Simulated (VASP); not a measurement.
AlNiC4N4, 10 atoms in the cell. The structure is cubic, space group P-43m (No. 215). The conventional cell has a = 5.665 Å, b = 5.665 Å, c = 5.665 Å, α = 90.00°, β = 90.00°, γ = 90.00°. Al (site symmetry -43m) has 4 N at 1.84 Å within 2.4 Å. Within 2.5 Å of Ni (site symmetry -43m) lie 4 C at 1.88 Å. C (site symmetry 3m) has 1 N at 1.18 Å within 1.6 Å. N (site symmetry 3m) has 1 C at 1.18 Å within 1.6 Å. 

```yaml
Program: VASP 6.6.1
Task: single point
Functional: PBE
Potentials_or_basis: VASP PAW PBE potentials, release 64 (Al, Ni, C, N)
Cutoff: 520 eV
k_mesh: 4 × 4 × 4
Occupations: gaussian, width 0.1 eV
Spin: collinear spin, ferromagnetic start
Starting_moments: "[0.0, 2.0, 0.0, 0.0, 0.0, 0.0, 0.0, 0.0, 0.0, 0.0] μB"
Dipole_correction: no
Further_INCAR_settings: ALGO = Normal; EDIFF = 1e-06; NBANDS = 40
```

Potentials or basis: VASP PAW PBE potentials, release 64 (Al, Ni, C, N).

Run with:

```sh
$ cat potpaw_PBE.64/Al/POTCAR potpaw_PBE.64/Ni/POTCAR potpaw_PBE.64/C/POTCAR potpaw_PBE.64/N/POTCAR > POTCAR
$ mpirun -np 1 vasp_std > vasp.out
```

Hardware: 1 thread of Intel(R) Xeon(R) Platinum 8259CL CPU @ 2.50GHz (Skylake/Cascade Lake) (shared host).

Task: How long does it take, and how much memory?

Result: Wall time 4.4 min on 1 thread of Intel(R) Xeon(R) Platinum 8259CL CPU @ 2.50GHz (Skylake/Cascade Lake), on a shared host, peak memory 0.38 GiB. Counts: scf iterations 18, k points 10.
